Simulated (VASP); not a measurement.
# AlN (Cmmm) in VASP: further runs, part 2 of 2

VASP 6.6.1. The steps go on from the part before.

## (3) Relaxation of cell and atoms, PBE

This run uses another cell than the first one, of 16.42 Å³/atom, 0.895 times its volume.

Contents of INCAR:

```
PREC = Accurate
ENCUT = 600
EDIFF = 1E-7
ISMEAR = 0
SIGMA = 0.1
LREAL = F
LASPH = T
NELM = 80
ALGO = Normal
ISIF = 3
LWAVE = F
LCHARG = F
GGA = PE
IBRION = 2
NSW = 90
EDIFFG = -0.04
```

Contents of KPOINTS:

```
regular mesh
0
Gamma
  4 4 6
```

Contents of POSCAR:

```
AlN
1.0
    3.2937596900     -3.2937596900      0.0000000000
    3.2937596900      3.2937596900      0.0000000000
    0.0000000000      0.0000000000      3.0277517600
Al N
2 2
Direct
    0.0000000000      0.0000000000      0.0000000000
    0.5000000000      0.5000000000      0.5000000000
    0.6950000000      0.3050000000      0.0000000000
    0.3050000000      0.6950000000      0.0000000000
```

Potentials or basis: VASP PAW PBE potentials, release 64 (Al, N).

On the command line:

```
> cat potpaw_PBE.64/Al/POTCAR potpaw_PBE.64/N/POTCAR > POTCAR
> mpirun -np 1 vasp_std > vasp.out
```

OUTCAR:

```text
PREC = Accurate
   ENCUT = 600
   EDIFF = 1E-7
   ISMEAR = 0
   LREAL = F
   LASPH = T
   NELM = 80
   ISIF = 3
   GGA = PE
   IBRION = 2
   NSW = 90
   EDIFFG = -0.04

 ion  position               nearest neighbor table
   1  0.000  0.000  0.000-   3 2.01   4 2.01
   2  0.500  0.500  0.500-   3 1.99   4 1.99   3 1.99   4 1.99
   3  0.695  0.305  0.000-   2 1.99   2 1.99   1 2.01
   4  0.305  0.695  0.000-   2 1.99   2 1.99   1 2.01

  LATTYP: Found a simple tetragonal cell.
 ALAT       =     4.6580796248
 C/A-ratio  =     0.6500000008

  Lattice vectors:

 A1 = (   3.2937596900,  -3.2937596900,   0.0000000000)
 A2 = (   3.2937596900,   3.2937596900,   0.0000000000)
 A3 = (   0.0000000000,   0.0000000000,   3.0277517600)

[... 659 lines left out ...]
 [... further k-points ...]

[... ionic steps 4 to 19 ...]

--------------------------------------- Ionic step       20  -------------------------------------------

 number of electron      16.0000001 magnetization

------------------------ aborting loop because EDIFF is reached ----------------------------------------
[... 71 lines left out ...]
--------------------------------------- Ionic step       22  -------------------------------------------

 number of electron      16.0000001 magnetization

 Free energy of the ion-electron system (eV)
  ---------------------------------------------------
  ext. energy  EPLUGINS =         0.00000000
  ---------------------------------------------------
  free energy    TOTEN  =       -24.71532280 eV

  energy without entropy =      -24.71467512  energy(sigma->0) =      -24.71499896

 E-fermi :   2.6049     XC(G=0):  -8.4002

 val. band max:        2.4790333377   @ k =   0.5000   0.5000   0.3333
 cond. band min:       2.6927793164   @ k =   0.5000   0.5000   0.5000
 fundamental gap:      0.2137459787
 Fermi energy:         2.6049018902

 k-point     1 :       0.0000    0.0000    0.0000
  band No.  band energies     occupation
      1     -12.0734      2.00000
      2     -10.3628      2.00000
      3      -3.9164      2.00000
      4       0.3319      2.00000
      5       1.0870      2.00000
      6       1.1368      2.00000
      7       1.5622      2.00000
      8       2.2987      1.99999
      9       2.3384      1.99984
     10       4.2142      0.00000
     11       7.1748      0.00000
     12      10.4447      0.00000
[... 376 lines left out ...]
  FREE ENERGIE OF THE ION-ELECTRON SYSTEM (eV)
  ---------------------------------------------------
  free  energy   TOTEN  =       -24.7153228001 eV

  energy  without entropy=      -24.7146751184  energy(sigma->0) =      -24.71499896

 reached required accuracy - stopping structural energy minimisation
```

OSZICAR:

```text
N       E                     dE             d eps       ncg     rms          rms(c)
DAV:   1     0.630016376665E+02    0.63002E+02   -0.71367E+03   672   0.122E+03
DAV:   2    -0.219643003417E+02   -0.84966E+02   -0.77180E+02  1016   0.216E+02
DAV:   3    -0.294087387700E+02   -0.74444E+01   -0.73494E+01   820   0.722E+01
DAV:   4    -0.295226699643E+02   -0.11393E+00   -0.11378E+00   780   0.979E+00
[... 217 lines left out ...]
DAV:   2    -0.247153622101E+02    0.35649E-03   -0.10425E-03   744   0.286E-01    0.297E-02
DAV:   3    -0.247153380557E+02    0.24154E-04   -0.48604E-05   684   0.594E-02    0.159E-02
DAV:   4    -0.247153236219E+02    0.14434E-04   -0.23409E-05   764   0.362E-02    0.491E-03
DAV:   5    -0.247153228758E+02    0.74608E-06   -0.23382E-06   824   0.123E-02    0.241E-03
DAV:   6    -0.247153228001E+02    0.75700E-07   -0.24793E-07   664   0.406E-03
  22 F= -.24715323E+02 E0= -.24714999E+02  d E =-.169255E-03
```

It took 4.4 min on 1 thread of AMD EPYC 7R13 (Zen 3), shared host; peak memory 0.17 GiB.

What came out:

* Free energy: -24.7153 eV
* Relaxed volume: 17.40 Å³/atom
* Relaxed cell: a = 4.961 Å, b = 4.961 Å, c = 2.951 Å, α = 90.00°, β = 90.00°, γ = 73.43°
* Space group after relaxing (to 0.05 Å): Cmmm (No. 65)
* Energy gained by relaxing: 348.2 meV/atom
* Ionic steps: 22
* Pressure after relaxing: 0.0 GPa
* Largest force after relaxing: 0.014 eV/Å
* Band gap on the k mesh: zero (band 8 reaches 2.69 eV, above the bottom of band 9 at 2.34 eV)

Forces in eV/Å, atoms in the order of the input:
```
Al   0.000  0.000  0.000
Al   0.000  0.000  0.000
N    0.000  0.014  0.000
N    0.000 -0.014  0.000
```

Stress tensor (GPa, compression positive):
```
 0.17  0.00  0.00
 0.00 -0.29  0.00
 0.00  0.00  0.04
```

The path:
```
step  energy change (eV)  largest force (eV/Å)  pressure (GPa)  volume (Å³)
   1              0.0000                1.1479          -16.19        65.70
   2              0.9427                2.6348           47.64        50.44
   3             -1.1099                1.8639            0.14        58.25
   4             -1.1203                1.8232            1.72        57.81
   5             -1.1218                1.7881            2.75        57.53
   6             -1.1324                1.9428            5.53        58.13
   7             -1.2100                0.0090            3.66        57.86
   8             -1.2401                0.2198           -1.98        60.28
   9             -1.2500                0.1534           -0.21        59.46
  10             -1.2873                0.1052            0.79        60.28
  11             -1.3178                0.0029            3.00        61.86
  12             -1.3455                0.1040            2.38        63.30
  13             -1.3827                0.4338            0.89        67.69
  14             -1.3889                0.1512           -1.03        69.46
  15             -1.3902                0.0168           -0.47        68.93
  16             -1.3917                0.0884           -0.05        69.02
  17             -1.3918                0.1252            0.10        69.05
  18             -1.3923                0.0141            0.35        69.15
  19             -1.3923                0.0018            0.38        69.16
  20             -1.3928                0.0478            0.10        69.43
  21             -1.3928                0.0593            0.04        69.50
  22             -1.3930                0.0136           -0.03        69.61
```

Final structure:
```
Al N
1.0
     3.97706   -2.96594    0.00000
     3.97706    2.96594    0.00000
     0.00000    0.00000    2.95069
Al N
2 2
Direct
  0.00000 0.00000 0.00000
  0.50000 0.50000 0.50000
  0.70816 0.29184 0.00000
  0.29184 0.70816 0.00000
```
